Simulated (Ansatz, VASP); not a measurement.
# SiO2: VASP beside Ansatz

The input INCAR:

```
SYSTEM = SiO2
  ALGO = Normal
  EDIFF = 1E-6
  ENCUT = 520
  GGA = PE
  ISIF = 2
  ISMEAR = 0
  LASPH = .True.
  LCHARG = .False.
  LREAL = .False.
  LWAVE = .False.
  NBANDS = 34
  NELM = 100
  PREC = Accurate
  SIGMA = 0.05
```

The input KPOINTS:

```
k-points
0
Gamma
  6 6 4
  0 0 0
```

File POSCAR:

```
SiO2
1.0
    5.3090919008      0.0000000000      0.0000000000
   -2.6545459504      4.5978084571      0.0000000000
    0.0000000000      0.0000000000      5.1379110507
Si O
3 6
Direct
    0.5000000000      0.0000000000      0.0000000000
    0.5000000000      0.5000000000      0.3333333333
    0.0000000000      0.5000000000      0.6666666667
    0.4159266453      0.2079633227      0.1666666667
    0.2079633227      0.4159266453      0.5000000000
    0.7920366773      0.2079633227      0.8333333333
    0.5840733547      0.7920366773      0.1666666667
    0.7920366773      0.5840733547      0.5000000000
    0.2079633227      0.7920366773      0.8333333333
```

Input for Ansatz:

```yaml
crystal:
  lattice:
    - [5.3090919008, 0.0, 0.0]
    - [-2.6545459504, 4.5978084571, 0.0]
    - [0.0, 0.0, 5.1379110507]
  atoms:
    - { symbol: Si, position: [0.5, 0.0, 0.0] }
    - { symbol: Si, position: [0.5, 0.5, 0.3333333333] }
    - { symbol: Si, position: [0.0, 0.5, 0.6666666667] }
    - { symbol: O, position: [0.4159266453, 0.2079633227, 0.1666666667] }
    - { symbol: O, position: [0.2079633227, 0.4159266453, 0.5] }
    - { symbol: O, position: [0.7920366773, 0.2079633227, 0.8333333333] }
    - { symbol: O, position: [0.5840733547, 0.7920366773, 0.1666666667] }
    - { symbol: O, position: [0.7920366773, 0.5840733547, 0.5] }
    - { symbol: O, position: [0.2079633227, 0.7920366773, 0.8333333333] }
basis:
  ecutwfc: 420
kpoints:
  mp_grid: { grid: [6, 6, 4] }
hamiltonian:
  xc: pbe
scf:
  occupations: { method: gaussian, width: 0.05 }
output:
  forces: true
  stress: true
  eigenvalues: true
  write_density: true
  write_potential: true
  elf: true
  volumetric_format: npy
```

Change from the starting cell: strain +0.040 along x and y, -0.080 along z, atoms carried along.

Alike in both runs: task single point; functional PBE; k mesh 6 × 6 × 4; occupations gaussian, width 0.05 eV; no spin polarisation.

```csv
,VASP,Ansatz
version,VASP 6.6.1,Ansatz 0.2.0
potentials or method,"VASP PAW PBE potentials, release 64 (Si, O), cutoff 520 eV","scalar-relativistic, plane waves, PAW"
valence electrons in the cell,48,48
```

```tsv
	VASP	Ansatz	Ansatz less VASP
gap on the k mesh at the Fermi level (eV)	5.39	5.40	+0.005
least direct gap on the mesh (eV)	5.86	5.86	+0.001
pressure (GPa)	-0.2	-0.3	-0.08
traceless stress, the component that is largest in VASP (GPa)	4.89	4.88	-0.009
rms of the force components (eV/Å)	0.060	0.053	-0.0067
```

Atom by atom the forces differ by 0.007 eV/Å (rms over components).
